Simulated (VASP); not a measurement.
# NaCl in VASP: further runs

NaCl is run at these levels: PBE, r2SCAN; tasks: single point.

Everything below comes from runs of VASP 6.6.1. Logs are shortened: lines on timing, memory, paths and dates and some standing lists are left out, and cuts for length are marked.

### 1 The cell of the first run

Symmetry: R-3m, No. 166, trigonal system. The conventional cell has a = 4.936 Å, b = 4.936 Å, c = 5.888 Å, α = 90.00°, β = 90.00°, γ = 120.00°. Within 3.9 Å of Na (site symmetry -3m) lie 8 Cl at 2.94 to 3.01 Å and 6 Na at 3.46 Å. Within 3.9 Å of Cl (site symmetry -3m) lie 8 Na at 2.94 to 3.01 Å and 6 Cl at 3.46 Å.

### 2 Single point, PBE (epitaxial 111 strain +0.9%)

Contents of INCAR:

```
ALGO     = Normal         # electronic algorithm
EDIFF    = 1E-7           # SCF threshold, eV
ENCUT    = 520            # plane-wave cutoff, eV
GGA      = PE             # functional
ISIF     = 2              # what is computed and relaxed
ISMEAR   = -1             # smearing method
LASPH    = T              # aspherical terms in the spheres
LCHARG   = F              # write CHGCAR
LREAL    = F              # projectors in reciprocal space
LWAVE    = F              # write WAVECAR
NBANDS   = 14             # bands
NELM     = 80             # most SCF steps
PREC     = Accurate       # precision mode
SIGMA    = 0.02           # smearing width, eV
```

Contents of KPOINTS:

```
k-points
0
Gamma
  8 8 8
```

Contents of POSCAR:

```
NaCl
1.0
    3.4597877194     -0.0302020726     -0.0302020726
   -0.0302020726      3.4597877194     -0.0302020726
   -0.0302020726     -0.0302020726      3.4597877194
Na Cl
1 1
Direct
    0.0000000000      0.0000000000      0.0000000000
    0.5000000000      0.5000000000      0.5000000000
```

Potentials or basis: VASP PAW PBE potentials, release 64 (Na_pv, Cl).

Launch:

```
cat potpaw_PBE.64/Na_pv/POTCAR potpaw_PBE.64/Cl/POTCAR > POTCAR
mpirun -np 1 vasp_std > vasp.out
```

OUTCAR:

```text
EDIFF = 1E-7
   ENCUT = 520
   GGA = PE
   ISIF = 2
   ISMEAR = -1
   LASPH = T
   LREAL = F
   NELM = 80
   PREC = Accurate

 ion  position               nearest neighbor table
   1  0.000  0.000  0.000-
   2  0.500  0.500  0.500-

  LATTYP: Found a trigonal (rhomboedric) cell.
 ALAT       =     3.4600513571
 COS(alpha) =    -0.0173800643

  Lattice vectors:

 A1 = (   3.4597877194,  -0.0302020726,  -0.0302020726)
 A2 = (  -0.0302020726,   3.4597877194,  -0.0302020726)
 A3 = (  -0.0302020726,  -0.0302020726,   3.4597877194)

Analysis of symmetry for initial positions (statically):
=====================================================================
 Subroutine PRICEL returns:
 Original cell was already a primitive cell.

 Routine SETGRP: Setting up the symmetry group for a
 trigonal (rhombohedral) supercell.

 Subroutine GETGRP returns: Found 12 space group operations
 (whereof 12 operations were pure point group operations)
 out of a pool of 12 trial point group operations.

The static configuration has the point symmetry D_3d.

Analysis of symmetry for dynamics (positions and initial velocities):
=====================================================================
 Subroutine PRICEL returns:
 Original cell was already a primitive cell.

 Routine SETGRP: Setting up the symmetry group for a
 trigonal (rhombohedral) supercell.

 Subroutine GETGRP returns: Found 12 space group operations
 (whereof 12 operations were pure point group operations)
 out of a pool of 12 trial point group operations.

The dynamic configuration has the point symmetry D_3d.

 Subroutine INISYM returns: Found 12 space group operations
 (whereof 12 operations are pure point group operations),
 and found     1 'primitive' translations

----------------------------------------------------------------------------------------

                                     Primitive cell

  volume of cell :      41.4046

  direct lattice vectors                    reciprocal lattice vectors
     3.459787719 -0.030202073 -0.030202073     0.289079520  0.002545730  0.002545730
    -0.030202073  3.459787719 -0.030202073     0.002545730  0.289079520  0.002545730
    -0.030202073 -0.030202073  3.459787719     0.002545730  0.002545730  0.289079520

  length of vectors
     3.460051357  3.460051357  3.460051357     0.289101938  0.289101938  0.289101938

  position of ions in fractional coordinates (direct lattice)
     0.000000000  0.000000000  0.000000000
     0.500000000  0.500000000  0.500000000

  ion indices of the primitive-cell ions
   primitive index   ion index
                 1           1
                 2           2

----------------------------------------------------------------------------------------

 KPOINTS: k-points

Automatic generation of k-mesh.
 Grid dimensions read from file:
 generate k-points for:    8    8    8

 Generating k-lattice:

  Cartesian coordinates                     Fractional coordinates (reciprocal lattice)
     0.036134940  0.000318216  0.000318216     0.125000000  0.000000000  0.000000000
     0.000318216  0.036134940  0.000318216     0.000000000  0.125000000  0.000000000
     0.000318216  0.000318216  0.036134940     0.000000000  0.000000000  0.125000000

  Length of vectors
     0.036137742  0.036137742  0.036137742

  Shift w.r.t. Gamma in fractional coordinates (k-lattice)
     0.000000000  0.000000000  0.000000000

 Subroutine IBZKPT returns following result:
 ===========================================

 Found     65 irreducible k-points:

 Following reciprocal coordinates:
            Coordinates               Weight
  0.000000  0.000000  0.000000      1.000000
  0.125000  0.000000  0.000000      6.000000
  0.250000  0.000000  0.000000      6.000000
  0.375000  0.000000  0.000000      6.000000
  0.500000  0.000000  0.000000      3.000000
  0.125000  0.125000  0.000000      6.000000
[... 16 lines left out ...]
  0.250000  0.125000  0.125000      6.000000
  0.375000  0.125000  0.125000      6.000000
 [... further k-points ...]
   k-points           NKPTS =     65   k-points in BZ     NKDIM =     65   number of bands    NBANDS=     14
   number of dos      NEDOS =    301   number of ions     NIONS =      2
   total plane-waves  NPLWV =  21952
   dimension x,y,z NGX =    28 NGY =   28 NGZ =   28
   dimension x,y,z NGXF=    56 NGYF=   56 NGZF=   56
   ions per type =               1   1
   NGX,Y,Z   is equivalent  to a cutoff of  13.45, 13.45, 13.45 a.u.
   NGXF,Y,Z  is equivalent  to a cutoff of  26.91, 26.91, 26.91 a.u.
 SYSTEM =  unknown system
   PREC   = accura    normal or accurate (medium, high low for compatibility)
   ISTART =      0    job   : 0-new  1-cont  2-samecut
   ICHARG =      2    charge: 1-file 2-atom 10-const
   ISPIN  =      1    spin polarized calculation?
   LNONCOLLINEAR =      F non collinear calculations
   LSORBIT =      F    spin-orbit coupling
   LASPH  =      T    aspherical Exc in radial PAW
   ENCUT  =  520.0 eV  38.22 Ry    6.18 a.u.   6.43  6.43  6.43*2*pi/ulx,y,z
   NELM   =     80;   NELMIN=  2; NELMDL= -5     # of ELM steps
   EDIFF  = 0.1E-06   stopping-criterion for ELM
   LREAL  =      F    real-space projection
   EDIFFG = 0.1E-05   stopping-criterion for IOM
   NSW    =      0    number of steps for IOM
   IBRION =     -1    ionic relax: 0-MD 1-quasi-New 2-CG
   NFREE  =      0    steps in history (QN), initial steepest desc. (CG)
   ISIF   =      2    stress and relaxation
   ISYM   =      2    0-nonsym 1-usesym 2-fastsym
   POTIM  = 0.5000    time-step for ionic-motion
   TEBEG  =    0.0;   TEEND  =   0.0 temperature during run
   PSTRESS=    0.0 pullay stress
   NELECT =      14.0000    total number of electrons
   NUPDOWN=      -1.0000    fix difference up-down
   EMIN   =  10.00;   EMAX   =-10.00  energy-range for DOS
   EFERMI =   0.00;   METHOD = LEGACY
   ISMEAR =    -1;   SIGMA  =   0.02  broadening in eV -4-tet -1-fermi 0-gaus
   EFERMI_NEDOS =   21; number of points for ismear=-14 and -15
   IALGO  =     38    algorithm
   IMIX   =      4    mixing-type and parameters
     AMIX     =   0.40;   BMIX     =  1.00
     AMIX_MAG =   1.60;   BMIX_MAG =  1.00
  volume/ion in A,a.u.               =      20.70       139.71
  Fermi-wavevector in a.u.,A,eV,Ry     =   1.140516  2.155263 17.698139  1.300777
  Thomas-Fermi vector in A             =   2.277218
   LORBIT       =      0    0 simple, 1 ext, 2 COOP (PROOUT), +10 PAW based schemes
   GGA     = PE    functional components
   LHFCALC =     F    Hartree Fock is set to
   AEXX    =    0.0000 exact exchange contribution
   IVDW    =     0    specifies the selected vdW correction
   LEPSILON=     F    determine dielectric tensor
   LRPA    =     F    only Hartree local field effects (RPA)
 non-spin polarized calculation
  energy-cutoff  :      520.00
  volume of cell :       41.40
 maximum number of plane-waves:      1135
 NGX is ok and might be reduce to    28
   NGX = 13   NGY = 13   NGZ = 13

 number of electron      13.9999996 magnetization

 Free energy of the ion-electron system (eV)
  ---------------------------------------------------
  ext. energy  EPLUGINS =         0.00000000
  ---------------------------------------------------
  free energy    TOTEN  =        -6.46283774 eV

  energy without entropy =       -6.46283774  energy(sigma->0) =       -6.46283774

 E-fermi :   1.0873     XC(G=0):  -8.5922

 val. band max:        0.6817134853   @ k =   0.5000   0.5000   0.0000
 cond. band min:       4.7910853937   @ k =   0.0000   0.0000   0.0000
 fundamental gap:      4.1093719083
 Fermi energy:         1.0873157355

 k-point     1 :       0.0000    0.0000    0.0000
  band No.  band energies     occupation
      1     -21.3530      2.00000
      2     -21.3530      2.00000
      3     -21.3487      2.00000
      4     -12.8228      2.00000
      5       0.1123      2.00000
      6       0.1882      2.00000
      7       0.1882      2.00000
      8       4.7911      0.00000
      9       9.2267      0.00000
     10       9.2267      0.00000
     11      16.5909      0.00000
     12      16.6024      0.00000
     13      16.6024      0.00000
     14      16.7690      0.00000

 k-point     2 :       0.1250    0.0000    0.0000
  band No.  band energies     occupation
      1     -21.3590      2.00000
      2     -21.3524      2.00000
      3     -21.3490      2.00000
      4     -12.7689      2.00000
      5      -0.3575      2.00000
      6       0.1737      2.00000
      7       0.2229      2.00000
      8       5.2500      0.00000
      9       9.4013      0.00000
     10       9.5938      0.00000
     11      15.1685      0.00000
     12      15.2066      0.00000
     13      16.2896      0.00000
     14      16.8358      0.00000

 k-point     3 :       0.2500    0.0000    0.0000
  band No.  band energies     occupation
      1     -21.3753      2.00000
      2     -21.3510      2.00000
      3     -21.3478      2.00000
      4     -12.6336      2.00000
      5      -1.3374      2.00000
      6       0.2558      2.00000
      7       0.3089      2.00000
      8       6.1664      0.00000
      9       9.9094      0.00000
     10      10.1742      0.00000
     11      13.8275      0.00000
     12      13.8679      0.00000
     13      16.0437      0.00000
     14      16.5373      0.00000
[... 324 lines left out ...]
 k-point    23 :       0.2500    0.1250    0.1250
  band No.  band energies     occupation
      1     -21.3732      2.00000
      2     -21.3563      2.00000
      3     -21.3545      2.00000
      4     -12.5354      2.00000
      5      -1.2365      2.00000
      6      -0.1986      2.00000
      7      -0.0396      2.00000
      8       6.9365      0.00000
      9      10.3029      0.00000
     10      10.3489      0.00000
     11      13.1549      0.00000
     12      13.1550      0.00000
     13      14.7954      0.00000
     14      17.4160      0.00000

 k-point    24 :       0.3750    0.1250    0.1250
  band No.  band energies     occupation
      1     -21.3891      2.00000
      2     -21.3547      2.00000
      3     -21.3524      2.00000
      4     -12.4029      2.00000
      5      -1.9691      2.00000
      6      -0.0716      2.00000
      7       0.0719      2.00000
      8       7.7863      0.00000
      9       9.6700      0.00000
     10      10.6273      0.00000
     11      12.2104      0.00000
     12      13.4141      0.00000
     13      15.0454      0.00000
     14      16.7817      0.00000

 [... further k-points ...]

------------------------ aborting loop because EDIFF is reached ----------------------------------------

  FORCE on cell =-STRESS in cart. coord.  units (eV):
  Direction    XX          YY          ZZ          XY          YZ          ZX
  --------------------------------------------------------------------------------------
  -------------------------------------------------------------------------------------
  Total        0.2904864      0.2904864      0.2904864     -0.0003525     -0.0003525     -0.0003525
  in kB       11.2405578     11.2405578     11.2405578     -0.0136394     -0.0136394     -0.0136394
  external PRESSURE =      11.2405578 kB  Pullay stress =       0.0000000 kB

 VOLUME and BASIS-vectors are now :
 -----------------------------------------------------------------------------
  energy-cutoff  :      520.00
  volume of cell :       41.40
      direct lattice vectors                 reciprocal lattice vectors
     3.459787719 -0.030202073 -0.030202073     0.289079520  0.002545730  0.002545730
    -0.030202073  3.459787719 -0.030202073     0.002545730  0.289079520  0.002545730
    -0.030202073 -0.030202073  3.459787719     0.002545730  0.002545730  0.289079520

 POSITION                                       TOTAL-FORCE (eV/Angst)
 -----------------------------------------------------------------------------------
      0.00000      0.00000      0.00000         0.000000     -0.000000      0.000000
      1.69969      1.69969      1.69969        -0.000000      0.000000      0.000000
 -----------------------------------------------------------------------------------
    total drift:                               -0.000000      0.000000      0.000000

  FREE ENERGIE OF THE ION-ELECTRON SYSTEM (eV)
  ---------------------------------------------------
  free  energy   TOTEN  =        -6.4628377429 eV

  energy  without entropy=       -6.4628377429  energy(sigma->0) =       -6.46283774
```

Wall time 25 s (1 thread of Intel Xeon Platinum 8259CL at 2.50GHz (Skylake/Cascade Lake), shared host); peak memory 0.16 GiB.

What came out:

| Property | Result |
| --- | --- |
| Free energy | -6.4628 eV |
| Pressure | 1.1 GPa |
| Band gap on the k mesh | 4.11 eV (least direct gap 4.60 eV) |

Caveat: the cell differs from its parent crystal (epitaxial 111 strain +0.9%); the structure was generated, so it needn't be the stable form of NaCl. A k mesh can miss the band edges.

(Part 1 of 3 ends here.)
